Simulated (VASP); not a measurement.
# MnSb (P6_3/mmc) in VASP: notebook, part 2 of 2

VASP 6.6.1.

## 3. Single point, PBEsol, collinear spin, ferromagnetic start

This run uses another cell than the first one, of 22.85 Å³/atom.

Contents of INCAR:

```
SYSTEM = MnSb
PREC = Accurate ; ENCUT = 520
EDIFF = 1E-6 ; ISMEAR = -1
SIGMA = 0.05 ; LREAL = .False.
LASPH = .True. ; NELM = 150
ALGO = Normal ; ISIF = 2
LWAVE = .False. ; LCHARG = .False.
ISPIN = 2 ; MAGMOM = 0 0 4 4
LORBIT = 11 ; LMAXMIX = 4
GGA = PS ; NBANDS = 30
```

Contents of KPOINTS:

```
Automatic mesh
0
Gamma
  7 7 5
  0 0 0
```

Contents of POSCAR:

```
MnSb
1.0
    4.2313932131      0.0000000000      0.0000000000
   -2.1156966065      3.6644940159      0.0000000000
    0.0000000000      0.0000000000      5.8933621136
Sb Mn
2 2
Direct
    0.6666666667      0.3333333333      0.7500000000
    0.3333333333      0.6666666667      0.2500000000
    0.0000000000      0.0000000000      0.5000000000
    0.0000000000      0.0000000000      0.0000000000
```

Potentials or basis: VASP PAW PBE potentials, release 64 (Sb, Mn_pv).

Command:

```bash
$ cat potpaw_PBE.64/Sb/POTCAR potpaw_PBE.64/Mn_pv/POTCAR > POTCAR
$ mpirun -np 1 vasp_std > vasp.out
```

It took 2.7 min on 1 thread of Intel Xeon 8259CL, shared host; peak memory 0.3 GiB.

The run converged. Its results:

| Quantity | Value |
| --- | --- |
| Free energy | -27.9726 eV |
| Pressure | -8.8 GPa |
| Net moment | 7.05 μB per cell |
| Site moments | Sb -0.13; Mn +3.55 μB |
| Valence electrons inside the program's atomic spheres | Sb 2.42; Mn 11.45 |

Stress tensor (GPa, compression positive):
```
-8.61  0.00  0.00
 0.00 -8.61  0.00
 0.00  0.00 -9.24
```

Levels at points of the mesh, in eV from the Fermi level:
Spin up:
```tsv
k point	band 19	band 20	band 21	band 22	band 23	band 24	band 25	band 26
(0.00, 0.00, 0.00)	-0.74	0.42	0.42	2.02	2.02	2.43	2.83	3.64
```
Spin down:
```tsv
k point	band 11	band 12	band 13	band 14	band 15	band 16	band 17	band 18
(0.00, 0.00, 0.00)	-2.20	-0.70	0.14	0.14	0.43	0.43	0.51	0.51
```

Caveat: the cell stands under tension; the PAW data sets were made with another functional, which shifts forces and pressure a little; spin-orbit coupling is left out, which moves the levels of the heavy elements; only a ferromagnetic start was run, and an antiferromagnetic order may lie lower in energy.

## 4. Single point, RPBE, collinear spin, ferromagnetic start

This run uses another cell than the first one, of 21.34 Å³/atom.

Contents of INCAR:

```
SYSTEM = MnSb
  PREC = Accurate
  ENCUT = 520
  EDIFF = 1E-7
  ISMEAR = -1
  SIGMA = 0.05
  LREAL = .False.
  LASPH = .True.
  NELM = 150
  ALGO = Normal
  ISIF = 2
  LWAVE = .False.
  LCHARG = .False.
  ISPIN = 2
  MAGMOM = 0 0 4 4
  LORBIT = 11
  LMAXMIX = 4
  GGA = RP
  NBANDS = 30
```

KPOINTS is that of step 3.

Contents of POSCAR:

```
MnSb
1.0
    4.1591911501      0.0000000000      0.0000000000
   -2.0795955751      3.6019651952      0.0000000000
    0.0000000000      0.0000000000      5.6979981030
Sb Mn
2 2
Direct
    0.6666666667      0.3333333333      0.7500000000
    0.3333333333      0.6666666667      0.2500000000
    0.0000000000      0.0000000000      0.5000000000
    0.0000000000      0.0000000000      0.0000000000
```

Command:

```bash
$ cat potpaw_PBE.64/Sb/POTCAR potpaw_PBE.64/Mn_pv/POTCAR > POTCAR
$ mpirun -np 1 vasp_std > vasp.out
```

It took 58 s on 1 thread of Intel Xeon 6975P-C (Granite Rapids), shared host; peak memory 0.28 GiB.

The run converged. Its results:

* Free energy: -24.8654 eV
* Pressure: -0.1 GPa
* Net moment: 6.72 μB per cell
* Site moments: Sb -0.14; Mn +3.42 μB
* Valence electrons inside the program's atomic spheres: Sb 2.44; Mn 11.51

Levels at points of the mesh, in eV from the Fermi level:
Spin up:
| k point | band 17 | band 18 | band 19 | band 20 | band 21 | band 22 | band 23 | band 24 | band 25 | band 26 |
| --- | --- | --- | --- | --- | --- | --- | --- | --- | --- | --- |
| (0.00, 0.00, 0.00) | -1.91 | -1.91 | -0.49 | 0.42 | 0.42 | 2.19 | 2.19 | 2.73 | 2.92 | 4.31 |
Spin down:
```
           k point  band 13  band 14  band 15  band 16  band 17  band 18
(0.00, 0.00, 0.00)     0.02     0.02     0.34     0.34     0.47     0.47
```

Caveat: the PAW data sets were made with another functional, which shifts forces and pressure a little; spin-orbit coupling is left out, which moves the levels of the heavy elements; only a ferromagnetic start was run, and an antiferromagnetic order may lie lower in energy.

## 5. Single point, r2SCAN+D3(BJ), collinear spin, ferromagnetic start

This run uses another cell than the first one, of 21.20 Å³/atom.

Contents of POSCAR:

```
MnSb
1.0
    4.1210083045      0.0000000000      0.0000000000
   -2.0605041522      3.5688978809      0.0000000000
    0.0000000000      0.0000000000      5.7653939814
Sb Mn
2 2
Direct
    0.6666666667      0.3333333333      0.7500000000
    0.3333333333      0.6666666667      0.2500000000
    0.0000000000      0.0000000000      0.5000000000
    0.0000000000      0.0000000000      0.0000000000
```

Contents of INCAR.step1:

```
SYSTEM = MnSb
PREC = Accurate
ENCUT = 520
ISMEAR = -1
SIGMA = 0.05
LREAL = .FALSE.
LASPH = .TRUE.
NELM = 150
ISPIN = 2
MAGMOM = 0 0 4 4
LMAXMIX = 4
NBANDS = 30
GGA = PE
ALGO = Normal
EDIFF = 1E-4
LWAVE = .TRUE.
LCHARG = .FALSE.
```

Contents of INCAR.step2:

```
SYSTEM = MnSb
PREC = Accurate
ENCUT = 520
EDIFF = 1E-7
ISMEAR = -1
SIGMA = 0.05
LREAL = .FALSE.
LASPH = .TRUE.
NELM = 150
ALGO = Normal
ISIF = 2
LWAVE = .FALSE.
LCHARG = .FALSE.
ISPIN = 2
MAGMOM = 0 0 4 4
LORBIT = 11
LMAXMIX = 4
METAGGA = R2SCAN
LMIXTAU = .TRUE.
IVDW = 12
VDW_S6 = 1.0
VDW_S8 = 0.78981345
VDW_A1 = 0.49484001
VDW_A2 = 5.73083694
NBANDS = 30
ISTART = 1
```

Contents of KPOINTS:

```
Automatic mesh
0
G
  7 7 5
  0 0 0
```

Potentials or basis: VASP PAW PBE potentials, release 64 (Sb, Mn_pv).

Command:

```bash
$ cat potpaw_PBE.64/Sb/POTCAR potpaw_PBE.64/Mn_pv/POTCAR > POTCAR
$ cp INCAR.step1 INCAR
$ mpirun -np 1 vasp_std > vasp.out
$ cp INCAR.step2 INCAR
$ mpirun -np 1 vasp_std > vasp.out
```

OUTCAR:

```text
SYSTEM = MnSb
   PREC = Accurate
   ENCUT = 520
   EDIFF = 1E-7
   ISMEAR = -1
   LREAL = .FALSE.
   LASPH = .TRUE.
   NELM = 150
   ISIF = 2
   ISPIN = 2
   LORBIT = 11
   METAGGA = R2SCAN
   IVDW = 12
   ISTART = 1
 IVDW          = 12

 ion  position               nearest neighbor table
   1  0.667  0.333  0.750-   3 2.78   4 2.78   3 2.78   4 2.78   3 2.78   4 2.78   2 3.74   2 3.74
                             2 3.74   2 3.74   2 3.74   2 3.74
   2  0.333  0.667  0.250-   3 2.78   4 2.78   3 2.78   4 2.78   3 2.78   4 2.78   1 3.74   1 3.74
                             1 3.74   1 3.74   1 3.74   1 3.74
[... 1824 lines left out ...]
    -2.060504152  3.568897881  0.000000000     0.000000000  0.280198547  0.000000000
     0.000000000  0.000000000  5.765393981     0.000000000  0.000000000  0.173448684

 POSITION                                       TOTAL-FORCE (eV/Angst)
 -----------------------------------------------------------------------------------
      2.06050      1.18963      4.32405         0.000000     -0.000000      0.000000
     -0.00000      2.37927      1.44135        -0.000000      0.000000      0.000000
      0.00000      0.00000      2.88270        -0.000000     -0.000000      0.000000
      0.00000      0.00000      0.00000        -0.000000     -0.000000      0.000000
 -----------------------------------------------------------------------------------
    total drift:                               -0.000000      0.000000      0.000000

  FREE ENERGIE OF THE ION-ELECTRON SYSTEM (eV)
  ---------------------------------------------------
  free  energy   TOTEN  =       -82.7309470177 eV

  energy  without entropy=      -82.7171999668  energy(sigma->0) =      -82.72407349

 total charge

# of ion       s       p       d       tot
------------------------------------------
    1        1.129   1.321   0.040   2.490
    2        1.129   1.321   0.040   2.490
    3        0.297   6.229   4.979  11.505
    4        0.297   6.229   4.979  11.505
--------------------------------------------------
tot          2.850  15.100  10.039  27.990

 magnetization (x)

# of ion       s       p       d       tot
------------------------------------------
    1        0.016  -0.194   0.005  -0.174
    2        0.016  -0.194   0.005  -0.174
    3        0.044   0.035   3.736   3.815
    4        0.044   0.035   3.736   3.815
--------------------------------------------------
tot          0.118  -0.319   7.483   7.282
```

It took 3.1 min on 1 thread of Intel Xeon 6975P-C (Granite Rapids), shared host; peak memory 0.33 GiB.

What came out:

```yaml
Free_energy: -82.7309 eV
Pressure: 0.1 GPa
Net_moment: 7.41 μB per cell
Site_moments: Sb -0.17; Mn +3.81 μB
Valence_electrons_inside_the_program's_atomic_spheres: Sb 2.49; Mn 11.51
Dispersion_energy_per_atom: -0.185 eV
```

Caveat: the PAW data sets were made with another functional, which shifts forces and pressure a little; spin-orbit coupling is left out, which moves the levels of the heavy elements; only a ferromagnetic start was run, and an antiferromagnetic order may lie lower in energy.

## 6. The runs side by side

| level | cell | gap on the mesh (eV) | pressure (GPa) | moment (μB) |
| --- | --- | --- | --- | --- |
| PBEsol | a = 4.205, b = 4.205, c = 5.856 Å, angles 90.0, 90.0, 120.0°, 4 atoms | none | -8.3 | 6.94 |
| PBEsol | a = 4.231, b = 4.231, c = 5.893 Å, angles 90.0, 90.0, 120.0°, 4 atoms | none | -8.8 | 7.05 |
| RPBE | a = 4.159, b = 4.159, c = 5.698 Å, angles 90.0, 90.0, 120.0°, 4 atoms | none | -0.1 | 6.72 |
| r2SCAN+D3(BJ) | a = 4.121, b = 4.121, c = 5.765 Å, angles 90.0, 90.0, 120.0°, 4 atoms | none | 0.1 | 7.41 |

Alike in all rows: task single point; potentials or basis VASP PAW PBE potentials, release 64 (Sb, Mn_pv); spin collinear, ferromagnetic start; k mesh 7 × 7 × 5; cutoff (eV) 520; smearing fermi-dirac 0.05 eV.

Caveats: the PAW data sets were made with another functional, which shifts forces and pressure a little; spin-orbit coupling is left out, which moves the levels of the heavy elements; only a ferromagnetic start was run, and an antiferromagnetic order may lie lower in energy; the cell stands under tension (at least some runs).

Total energies depend on the potentials used, so only differences within one code and one set of settings carry meaning.
